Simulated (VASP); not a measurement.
Input of a VASP 6.6.1 run:

The input POSCAR:

```
BaTiO3
1.0
    4.0117610854      0.0000000000      0.0000000000
    0.0000000000      4.0117610854      0.0000000000
    0.0000000000      0.0000000000      4.1541157815
Ba Ti O
1 1 3
Direct
    0.5000000000      0.5000000000      0.5876883284
    0.0000000000      0.0000000000      0.1061577726
    0.0000000000      0.5000000000      0.0624234666
    0.5000000000      0.0000000000      0.0624234666
    0.0000000000      0.0000000000      0.5413039557
```

The input INCAR.step1:

```
SYSTEM = BaTiO3
  ALGO = Normal
  EDIFF = 1E-4
  ENCUT = 520
  GGA = PE
  ISMEAR = 0
  LASPH = .TRUE.
  LCHARG = .FALSE.
  LREAL = .FALSE.
  LWAVE = .TRUE.
  NBANDS = 28
  NELM = 60
  PREC = Accurate
  SIGMA = 0.01
```

Contents of INCAR.step2:

```
SYSTEM = BaTiO3
  ALGO = Normal
  EDIFF = 1E-6
  ENCUT = 520
  ISIF = 2
  ISMEAR = 0
  ISTART = 1
  LASPH = .TRUE.
  LCHARG = .FALSE.
  LMIXTAU = .TRUE.
  LREAL = .FALSE.
  LWAVE = .FALSE.
  METAGGA = R2SCAN
  NBANDS = 28
  NELM = 60
  PREC = Accurate
  SIGMA = 0.01
```

KPOINTS

```
k-points
0
G
  6 6 6
  0 0 0
```

Potentials or basis: VASP PAW PBE potentials, release 64 (Ba_sv, Ti_sv, O).

The run is started by

```sh
$ cat potpaw_PBE.64/Ba_sv/POTCAR potpaw_PBE.64/Ti_sv/POTCAR potpaw_PBE.64/O/POTCAR > POTCAR
$ cp INCAR.step1 INCAR
$ mpirun -np 1 vasp_std > vasp.out
$ cp INCAR.step2 INCAR
$ mpirun -np 1 vasp_std > vasp.out
```

(1) What does it give for the largest force?

(2) Predict the band gap on the k mesh.

(3) Estimate the pressure.

## Answers

(1) 0.190 eV/Å.

(2) 2.17 eV (least direct gap 2.70 eV).

(3) -2.2 GPa.

Caveat: the cell differs from its parent crystal (strain +1.0%); the PAW data sets were made with another functional, which shifts forces and pressure a little; spin-orbit coupling is left out, which moves the levels of the heavy elements.
